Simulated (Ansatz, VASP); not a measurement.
**Two plane-wave programs on TePt**

The input POSCAR:

```
TePt
1.0
    1.9815661262      1.1440577364      6.6610305258
   -1.9815661262      1.1440577364      6.6610305258
    0.0000000000     -2.2881154728      6.6610305258
Te Pt
2 2
Direct
    0.5980000000      0.5980000000      0.5980000000
    0.4020000000      0.4020000000      0.4020000000
    0.8703333333      0.8703333333      0.8703333333
    0.1296666667      0.1296666667      0.1296666667
```

The input INCAR.step1:

```
SYSTEM = TePt
PREC = Accurate ; ENCUT = 520
ISMEAR = 0 ; SIGMA = 0.1
LREAL = .FALSE. ; LASPH = .TRUE.
NELM = 80 ; NBANDS = 24
GGA = PE ; ALGO = Normal
EDIFF = 1E-4 ; LWAVE = .TRUE.
LCHARG = .FALSE. ; LUSENCCL = .FALSE.
```

The input INCAR.step2:

```
SYSTEM = TePt
PREC = Accurate ; ENCUT = 520
EDIFF = 1E-6 ; ISMEAR = 0
SIGMA = 0.1 ; LREAL = .FALSE.
LASPH = .TRUE. ; NELM = 80
ALGO = Normal ; ISIF = 2
LWAVE = .FALSE. ; LCHARG = .FALSE.
METAGGA = R2SCAN ; LMIXTAU = .TRUE.
NBANDS = 24 ; ISTART = 1
LUSENCCL = .FALSE.
```

File KPOINTS:

```
regular mesh
0
G
  12 12 12
  0 0 0
```

Input for Ansatz:

```yaml
crystal:
  lattice:
    - [1.9815661262, 1.1440577364, 6.6610305258]
    - [-1.9815661262, 1.1440577364, 6.6610305258]
    - [0.0, -2.2881154728, 6.6610305258]
  atoms:
    - { symbol: Te, position: [0.598, 0.598, 0.598] }
    - { symbol: Te, position: [0.402, 0.402, 0.402] }
    - { symbol: Pt, position: [0.8703333333, 0.8703333333, 0.8703333333] }
    - { symbol: Pt, position: [0.1296666667, 0.1296666667, 0.1296666667] }
basis:
  ecutwfc: 500
kpoints:
  mp_grid: { grid: [12, 12, 12] }
hamiltonian:
  xc: r2scan
scf:
  occupations: { method: gaussian, width: 0.1 }
output:
  forces: true
  stress: true
  eigenvalues: true
  populations: true
```

Alike in both runs: task single point; functional r2SCAN; k mesh 12 × 12 × 12; occupations gaussian, width 0.1 eV; no spin polarisation.

```csv
,VASP,Ansatz
version,VASP 6.6.1,Ansatz 0.2.0
potentials or method,"VASP PAW PBE potentials, release 64 (Te, Pt), cutoff 520 eV","scalar-relativistic, plane waves, PAW"
valence electrons in the cell,32,68
```

Ansatz gave:

| Item | Value |
| --- | --- |
| gap on the k mesh at the Fermi level (eV) | none |
| pressure (GPa) | 2.6 |
| traceless stress, the component that is largest in VASP (GPa) | 0.07 |
| rms of the force components (eV/Å) | 0.055 |

**Question.** Which values does VASP return?

**Answer.** gap on the k mesh at the Fermi level (eV): none; pressure (GPa): 2.6; traceless stress, the component that is largest in VASP (GPa): 0.09; rms of the force components (eV/Å): 0.044.

VASP's potentials were made for PBE, not for r2SCAN. Atom by atom the forces differ by 0.015 eV/Å (rms over components). A gap of «none» marks a metal or a gap that the smearing closes. The functional is the same, so the differences come from potentials, cutoffs and numerics. VASP's potentials hold 32 valence electrons a cell and Ansatz's 68, so a difference there can come from the potentials and not from the codes.

Spin-orbit coupling is off throughout.
